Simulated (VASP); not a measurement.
# Sb2P3H (P-4m2) in VASP: further runs

Sb2P3H is run at these levels: PBE; tasks: single point.

Program: VASP 6.6.1. These are calculated values, not measurements. Logs are shortened: lines on timing, memory, paths and dates and some standing lists are left out, and cuts for length are marked.

## (1) The cell of the first run

The structure is tetragonal, space group P-4m2 (No. 115). The conventional cell has a = 3.262 Å, b = 3.262 Å, c = 11.964 Å, α = 90.00°, β = 90.00°, γ = 90.00°. Within 2.6 Å of Sb (site symmetry 2mm) lie 1 H at 1.95 Å. Within 2.6 Å of H (site symmetry -4m2) lie 2 Sb at 1.95 Å. P (site symmetry 2mm) has 2 P at 2.23 Å and 2 Sb at 2.99 Å within 3.0 Å. P (site symmetry -4m2) has 4 P at 2.23 Å within 2.9 Å.

The cell was generated, and may not be a known phase.

## (2) Single point, PBE

INCAR

```
PREC = Accurate ; ENCUT = 520
EDIFF = 1E-6 ; ISMEAR = 0
SIGMA = 0.1 ; LREAL = False
LASPH = True ; NELM = 80
ALGO = Normal ; ISIF = 2
LWAVE = False ; LCHARG = False
GGA = PE ; NBANDS = 22
```

KPOINTS

```
Automatic mesh
0
Gamma
  4 4 2
```

POSCAR

```
Sb2P3H
1.0
    3.2622514843      0.0000000000      0.0000000000
    0.0000000000      3.2622514843      0.0000000000
    0.0000000000      0.0000000000     11.9642578434
Sb H P
2 1 3
Direct
    0.5000000000      0.5000000000      0.3369361993
    0.5000000000      0.5000000000      0.6630638007
    0.5000000000      0.5000000000      0.5000000000
    0.0000000000      0.5000000000      0.1270455563
    0.5000000000      0.0000000000      0.8729544437
    0.0000000000      0.0000000000      0.0000000000
```

Potentials or basis: VASP PAW PBE potentials, release 64 (Sb, H, P).

Run with:

```bash
$ cat potpaw_PBE.64/Sb/POTCAR potpaw_PBE.64/H/POTCAR potpaw_PBE.64/P/POTCAR > POTCAR
$ mpirun -np 1 vasp_std > vasp.out
```

OUTCAR:

```text
PREC = Accurate
   ENCUT = 520
   EDIFF = 1E-6
   ISMEAR = 0
   LREAL = False
   LASPH = True
   NELM = 80
   ISIF = 2
   GGA = PE

 ion  position               nearest neighbor table
   1  0.500  0.500  0.337-   3 1.95   4 2.99   4 2.99
   2  0.500  0.500  0.663-   3 1.95   5 2.99   5 2.99
   3  0.500  0.500  0.500-   1 1.95   2 1.95
   4  0.000  0.500  0.127-   6 2.23   6 2.23   1 2.99   1 2.99
   5  0.500  0.000  0.873-   6 2.23   6 2.23   2 2.99   2 2.99
   6  0.000  0.000  0.000-   4 2.23   5 2.23   4 2.23   5 2.23

  LATTYP: Found a simple tetragonal cell.
 ALAT       =     3.2622514843
 C/A-ratio  =     3.6674848340

  Lattice vectors:

 A1 = (   3.2622514843,   0.0000000000,   0.0000000000)
 A2 = (   0.0000000000,   3.2622514843,   0.0000000000)
 A3 = (   0.0000000000,   0.0000000000,  11.9642578434)

Analysis of symmetry for initial positions (statically):
=====================================================================
 Subroutine PRICEL returns:
 Original cell was already a primitive cell.

 Routine SETGRP: Setting up the symmetry group for a
 simple tetragonal supercell.

 Subroutine GETGRP returns: Found  8 space group operations
 (whereof  8 operations were pure point group operations)
 out of a pool of 16 trial point group operations.

The static configuration has the point symmetry D_2d.

Analysis of symmetry for dynamics (positions and initial velocities):
=====================================================================
 Subroutine PRICEL returns:
 Original cell was already a primitive cell.

 Routine SETGRP: Setting up the symmetry group for a
 simple tetragonal supercell.

 Subroutine GETGRP returns: Found  8 space group operations
 (whereof  8 operations were pure point group operations)
 out of a pool of 16 trial point group operations.

The dynamic configuration has the point symmetry D_2d.

 Subroutine INISYM returns: Found  8 space group operations
 (whereof  8 operations are pure point group operations),
 and found     1 'primitive' translations

----------------------------------------------------------------------------------------

                                     Primitive cell

  volume of cell :     127.3270

  direct lattice vectors                    reciprocal lattice vectors
     3.262251484  0.000000000  0.000000000     0.306536760  0.000000000  0.000000000
     0.000000000  3.262251484  0.000000000     0.000000000  0.306536760  0.000000000
     0.000000000  0.000000000 11.964257843     0.000000000  0.000000000  0.083582284

  length of vectors
     3.262251484  3.262251484 11.964257843     0.306536760  0.306536760  0.083582284

  position of ions in fractional coordinates (direct lattice)
     0.500000000  0.500000000  0.336936199
     0.500000000  0.500000000  0.663063801
     0.500000000  0.500000000  0.500000000
     0.000000000  0.500000000  0.127045556
     0.500000000  0.000000000  0.872954444
     0.000000000  0.000000000  0.000000000

  ion indices of the primitive-cell ions
   primitive index   ion index
                 1           1
                 2           2
                 3           3
                 4           4
                 5           5
                 6           6

----------------------------------------------------------------------------------------

 KPOINTS: Automatic mesh

Automatic generation of k-mesh.
 Grid dimensions read from file:
 generate k-points for:    4    4    2

 Generating k-lattice:

  Cartesian coordinates                     Fractional coordinates (reciprocal lattice)
     0.076634190  0.000000000  0.000000000     0.250000000  0.000000000  0.000000000
     0.000000000  0.076634190  0.000000000     0.000000000  0.250000000  0.000000000
     0.000000000  0.000000000  0.041791142     0.000000000  0.000000000  0.500000000

  Length of vectors
     0.076634190  0.076634190  0.041791142

  Shift w.r.t. Gamma in fractional coordinates (k-lattice)
     0.000000000  0.000000000  0.000000000

 Subroutine IBZKPT returns following result:
 ===========================================

 Found     12 irreducible k-points:

 Following reciprocal coordinates:
            Coordinates               Weight
  0.000000  0.000000  0.000000      1.000000
  0.250000  0.000000  0.000000      4.000000
  0.500000  0.000000  0.000000      2.000000
  0.250000  0.250000  0.000000      4.000000
  0.500000  0.250000  0.000000      4.000000
  0.500000  0.500000  0.000000      1.000000
  0.000000  0.000000  0.500000      1.000000
  0.250000  0.000000  0.500000      4.000000
  0.500000  0.000000  0.500000      2.000000
  0.250000  0.250000  0.500000      4.000000
  0.500000  0.250000  0.500000      4.000000
  0.500000  0.500000  0.500000      1.000000
   k-points           NKPTS =     12   k-points in BZ     NKDIM =     12   number of bands    NBANDS=     22
   number of dos      NEDOS =    301   number of ions     NIONS =      6
   total plane-waves  NPLWV =  51840
   dimension x,y,z NGX =    24 NGY =   24 NGZ =   90
   dimension x,y,z NGXF=    48 NGYF=   48 NGZF=  180
   ions per type =               2   1   3
   NGX,Y,Z   is equivalent  to a cutoff of  12.23, 12.23, 12.51 a.u.
   NGXF,Y,Z  is equivalent  to a cutoff of  24.46, 24.46, 25.01 a.u.
 SYSTEM =  unknown system
   PREC   = accura    normal or accurate (medium, high low for compatibility)
   ISTART =      0    job   : 0-new  1-cont  2-samecut
   ICHARG =      2    charge: 1-file 2-atom 10-const
   ISPIN  =      1    spin polarized calculation?
   LNONCOLLINEAR =      F non collinear calculations
   LSORBIT =      F    spin-orbit coupling
   LASPH  =      T    aspherical Exc in radial PAW
   ENCUT  =  520.0 eV  38.22 Ry    6.18 a.u.   6.07  6.07 22.25*2*pi/ulx,y,z
   NELM   =     80;   NELMIN=  2; NELMDL= -5     # of ELM steps
   EDIFF  = 0.1E-05   stopping-criterion for ELM
   LREAL  =      F    real-space projection
   EDIFFG = 0.1E-04   stopping-criterion for IOM
   NSW    =      0    number of steps for IOM
   IBRION =     -1    ionic relax: 0-MD 1-quasi-New 2-CG
   NFREE  =      0    steps in history (QN), initial steepest desc. (CG)
   ISIF   =      2    stress and relaxation
   ISYM   =      2    0-nonsym 1-usesym 2-fastsym
   POTIM  = 0.5000    time-step for ionic-motion
   TEBEG  =    0.0;   TEEND  =   0.0 temperature during run
   PSTRESS=    0.0 pullay stress
   NELECT =      26.0000    total number of electrons
   NUPDOWN=      -1.0000    fix difference up-down
   EMIN   =  10.00;   EMAX   =-10.00  energy-range for DOS
   EFERMI =   0.00;   METHOD = LEGACY
   ISMEAR =     0;   SIGMA  =   0.10  broadening in eV -4-tet -1-fermi 0-gaus
   EFERMI_NEDOS =   21; number of points for ismear=-14 and -15
   IALGO  =     38    algorithm
   IMIX   =      4    mixing-type and parameters
     AMIX     =   0.40;   BMIX     =  1.00
     AMIX_MAG =   1.60;   BMIX_MAG =  1.00
  volume/ion in A,a.u.               =      21.22       143.21
  Fermi-wavevector in a.u.,A,eV,Ry     =   0.964034  1.821760 12.644734  0.929362
  Thomas-Fermi vector in A             =   2.093631
   LORBIT       =      0    0 simple, 1 ext, 2 COOP (PROOUT), +10 PAW based schemes
   GGA     = PE    functional components
   LHFCALC =     F    Hartree Fock is set to
   AEXX    =    0.0000 exact exchange contribution
   IVDW    =     0    specifies the selected vdW correction
   LEPSILON=     F    determine dielectric tensor
   LRPA    =     F    only Hartree local field effects (RPA)
 non-spin polarized calculation
 Gauss-broadening in eV      SIGMA  =   0.10
  energy-cutoff  :      520.00
  volume of cell :      127.33
 maximum number of plane-waves:      3472
   NGX = 13   NGY = 13   NGZ = 45

 number of electron      25.9999992 magnetization

 Free energy of the ion-electron system (eV)
  ---------------------------------------------------
  ext. energy  EPLUGINS =         0.00000000
  ---------------------------------------------------
  free energy    TOTEN  =       -25.46637520 eV

  energy without entropy =      -25.46093539  energy(sigma->0) =      -25.46365529

 E-fermi :   6.1541     XC(G=0):  -9.4563

 val. band max:        6.1342869493   @ k =   0.5000   0.0000   0.0000
 cond. band min:       6.3879194595   @ k =   0.5000   0.2500   0.0000
 fundamental gap:      0.2536325102
 Fermi energy:         6.1540729751

 k-point     1 :       0.0000    0.0000    0.0000
  band No.  band energies     occupation
      1      -9.5694      2.00000
      2      -6.5716      2.00000
      3      -5.3877      2.00000
      4      -4.1380      2.00000
      5      -1.8520      2.00000
      6       1.9523      2.00000
[... 14 lines left out ...]
     21      10.8487      0.00000
     22      10.8780      0.00000

 k-point     2 :       0.2500    0.0000    0.0000
  band No.  band energies     occupation
      1      -8.9405      2.00000
      2      -6.0551      2.00000
      3      -4.7107      2.00000
      4      -3.5247      2.00000
      5      -1.9203      2.00000
      6      -0.0748      2.00000
[... 14 lines left out ...]
     21      11.0123      0.00000
     22      12.2336      0.00000

 k-point     3 :       0.5000    0.0000    0.0000
  band No.  band energies     occupation
      1      -7.9314      2.00000
      2      -5.6411      2.00000
      3      -3.4691      2.00000
      4      -3.3754      2.00000
      5      -2.7239      2.00000
      6       0.2697      2.00000
[... 14 lines left out ...]
     21      11.1080      0.00000
     22      11.6818      0.00000

 k-point     4 :       0.2500    0.2500    0.0000
  band No.  band energies     occupation
      1      -8.2895      2.00000
      2      -5.5472      2.00000
      3      -4.0615      2.00000
      4      -2.8827      2.00000
      5      -1.9189      2.00000
      6       0.1342      2.00000
[... 14 lines left out ...]
     21      11.5467      0.00000
     22      11.9315      0.00000

 k-point     5 :       0.5000    0.2500    0.0000
  band No.  band energies     occupation
      1      -7.1990      2.00000
      2      -5.1520      2.00000
      3      -3.2779      2.00000
      4      -2.8422      2.00000
      5      -1.9874      2.00000
      6       0.2933      2.00000
[... 14 lines left out ...]
     21      11.1180      0.00000
     22      11.4758      0.00000

 k-point     6 :       0.5000    0.5000    0.0000
  band No.  band energies     occupation
      1      -5.6036      2.00000
      2      -4.5106      2.00000
      3      -4.5106      2.00000
      4      -1.9167      2.00000
      5      -0.6841      2.00000
      6      -0.5795      2.00000
[... 14 lines left out ...]
     21       9.7287      0.00000
     22      10.1651      0.00000

 k-point     7 :       0.0000    0.0000    0.5000
  band No.  band energies     occupation
      1      -9.5690      2.00000
      2      -6.6206      2.00000
      3      -4.8804      2.00000
      4      -4.8091      2.00000
      5      -0.9999      2.00000
      6       0.0116      2.00000
[... 14 lines left out ...]
     21      11.0720      0.00000
     22      11.0720      0.00000

 k-point     8 :       0.2500    0.0000    0.5000
  band No.  band energies     occupation
      1      -8.9401      2.00000
      2      -6.0882      2.00000
      3      -4.3141      2.00000
      4      -4.1077      2.00000
      5      -1.4913      2.00000
      6       0.1046      2.00000
[... 14 lines left out ...]
     21      11.4678      0.00000
     22      11.6482      0.00000

 k-point     9 :       0.5000    0.0000    0.5000
  band No.  band energies     occupation
      1      -7.9313      2.00000
      2      -5.6394      2.00000
      3      -3.5379      2.00000
      4      -3.3760      2.00000
      5      -2.5647      2.00000
      6      -0.3410      2.00000
[... 14 lines left out ...]
     21      11.2028      0.00000
     22      12.0814      0.00000

 k-point    10 :       0.2500    0.2500    0.5000
  band No.  band energies     occupation
      1      -8.2892      2.00000
      2      -5.5704      2.00000
      3      -3.7165      2.00000
      4      -3.4694      2.00000
      5      -1.5204      2.00000
      6       0.0323      2.00000
[... 14 lines left out ...]
     21      11.8753      0.00000
     22      11.9073      0.00000

 k-point    11 :       0.5000    0.2500    0.5000
  band No.  band energies     occupation
      1      -7.1990      2.00000
      2      -5.1510      2.00000
      3      -3.2782      2.00000
      4      -2.8909      2.00000
      5      -1.8574      2.00000
      6       0.2601      2.00000
[... 14 lines left out ...]
     21      11.0398      0.00000
     22      11.2127      0.00000

 k-point    12 :       0.5000    0.5000    0.5000
  band No.  band energies     occupation
      1      -5.6036      2.00000
      2      -4.5106      2.00000
      3      -4.5106      2.00000
      4      -1.9119      2.00000
      5      -0.7147      2.00000
      6      -0.5795      2.00000
[... 14 lines left out ...]
     21      10.4593      0.00000
     22      11.0355      0.00000

------------------------ aborting loop because EDIFF is reached ----------------------------------------

  FORCE on cell =-STRESS in cart. coord.  units (eV):
  Direction    XX          YY          ZZ          XY          YZ          ZX
  --------------------------------------------------------------------------------------
  -------------------------------------------------------------------------------------
  Total       -0.1197485     -0.1197485     -0.1134650      0.0000000      0.0000000      0.0000000
  in kB       -1.5068154     -1.5068154     -1.4277491      0.0000000      0.0000000      0.0000000
  external PRESSURE =      -1.4804600 kB  Pullay stress =       0.0000000 kB

 VOLUME and BASIS-vectors are now :
 -----------------------------------------------------------------------------
  energy-cutoff  :      520.00
  volume of cell :      127.33
      direct lattice vectors                 reciprocal lattice vectors
     3.262251484  0.000000000  0.000000000     0.306536760  0.000000000  0.000000000
     0.000000000  3.262251484  0.000000000     0.000000000  0.306536760  0.000000000
     0.000000000  0.000000000 11.964257843     0.000000000  0.000000000  0.083582284

 POSITION                                       TOTAL-FORCE (eV/Angst)
 -----------------------------------------------------------------------------------
      1.63113      1.63113      4.03119         0.000000      0.000000     -0.013936
      1.63113      1.63113      7.93307         0.000000      0.000000      0.013936
      1.63113      1.63113      5.98213         0.000000     -0.000000      0.000000
      0.00000      1.63113      1.52001         0.000000     -0.000000     -0.047407
      1.63113      0.00000     10.44425        -0.000000     -0.000000      0.047407
      0.00000      0.00000      0.00000         0.000000     -0.000000      0.000000
 -----------------------------------------------------------------------------------
    total drift:                               -0.000000     -0.000000      0.000000

  FREE ENERGIE OF THE ION-ELECTRON SYSTEM (eV)
  ---------------------------------------------------
  free  energy   TOTEN  =       -25.4663752007 eV

  energy  without entropy=      -25.4609353890  energy(sigma->0) =      -25.46365529
```

It took 26 s on 1 thread of Intel Xeon Platinum 8259CL at 2.50GHz (Skylake/Cascade Lake), shared host; peak memory 0.23 GiB.

Results:

```yaml
Free_energy: -25.4664 eV
Pressure: -0.1 GPa
Largest_force: 0.047 eV/Å
Band_gap_on_the_k_mesh: zero (bands 13 and 14 overlap by 3.00 eV)
```

Forces in eV/Å, atoms in the order of the input:
```
Sb   0.000  0.000 -0.014
Sb   0.000  0.000  0.014
H    0.000  0.000  0.000
P    0.000  0.000 -0.047
P    0.000  0.000  0.047
P    0.000  0.000  0.000
```

Caveat: the k points lie up to 0.48 Å⁻¹ apart, too coarse for converged energies and pressures of a metal; spin-orbit coupling is left out, which moves the levels of the heavy elements.

## (3) Single point, PBE

This run uses another cell than the first one, of 22.30 Å³/atom.

INCAR

```
SYSTEM = Sb2P3H
ALGO = Normal
EDIFF = 1E-6
ENCUT = 520
GGA = PE
ISIF = 2
ISMEAR = 0
LASPH = .True.
LCHARG = .False.
LREAL = .False.
LWAVE = .False.
NBANDS = 22
NELM = 60
PREC = Accurate
SIGMA = 0.1
```

KPOINTS

```
k-points
0
Gamma
  4 4 2
  0 0 0
```

POSCAR

```
Sb2P3H
1.0
    3.7737904900      0.0000000000      0.0000000000
    0.0000000000      3.7737904900      0.0000000000
    0.0000000000      0.0000000000      9.3931993700
Sb H P
2 1 3
Direct
    0.5000000000      0.5000000000      0.1864259300
    0.5000000000      0.5000000000      0.8135740700
    0.5000000000      0.5000000000      0.5000000000
    0.0000000000      0.5000000000      0.1636321100
    0.5000000000      0.0000000000      0.8363678900
    0.0000000000      0.0000000000      0.0000000000
```

Potentials or basis: VASP PAW PBE potentials, release 64 (Sb, H, P).

Run with:

```bash
$ cat potpaw_PBE.64/Sb/POTCAR potpaw_PBE.64/H/POTCAR potpaw_PBE.64/P/POTCAR > POTCAR
$ mpirun -np 1 vasp_std > vasp.out
```

Wall time 36 s (1 thread of Intel Xeon Platinum 8259CL at 2.50GHz (Skylake/Cascade Lake), shared host); peak memory 0.24 GiB.

The run converged. Its results:

```
Free energy            : -5.0331 eV
Pressure               : 55.8 GPa
Largest force          : 6.293 eV/Å
Band gap on the k mesh : zero (bands 13 and 14 overlap by 0.42 eV)
```

Forces on the atoms (eV/Å):
```
Sb   0.000  0.000  6.293
Sb   0.000  0.000 -6.293
H    0.000  0.000  0.000
P    0.000  0.000 -4.180
P    0.000  0.000  4.180
P    0.000  0.000  0.000
```

Stress tensor (GPa, compression positive):
```
82.06  0.00  0.00
 0.00 82.06  0.00
 0.00  0.00  3.28
```

Levels at points of the mesh, in eV from the Fermi level:
```tsv
k point	band 9	band 10	band 11	band 12	band 13	band 14	band 15	band 16	band 17	band 18
(0.00, 0.00, 0.00)	-4.57	-2.45	-2.41	-1.31	-0.62	0.05	0.05	2.10	3.64	4.21
(0.50, 0.00, 0.00)	-2.75	-2.24	-1.88	-0.92	-0.74	-0.14	0.68	1.73	2.19	4.03
(0.50, 0.50, 0.00)	-3.42	-3.23	-3.23	-1.39	-0.82	0.17	2.23	2.23	2.91	6.05
(0.00, 0.00, 0.50)	-4.48	-2.45	-2.08	-1.44	-1.08	0.05	0.05	3.23	3.34	3.73
(0.50, 0.00, 0.50)	-3.01	-2.26	-1.96	-0.74	-0.12	-0.05	0.68	0.98	2.22	4.45
(0.50, 0.50, 0.50)	-3.22	-3.22	-3.20	-1.68	-1.39	1.13	2.13	2.13	2.84	5.59
```

Caveat: the k points lie up to 0.42 Å⁻¹ apart; semilocal functionals underestimate gaps, and a narrow one can read as zero; spin-orbit coupling is left out, which moves the levels of the heavy elements; this functional lacks dispersion, which binds layers or chains, so the pressure and a relaxed spacing across them are unreliable; forces of over 1 eV/Å act on the atoms, so gaps and moduli don't describe the material at rest.

The gap in the log of VASP goes by the Fermi energy; the results here count the filled bands.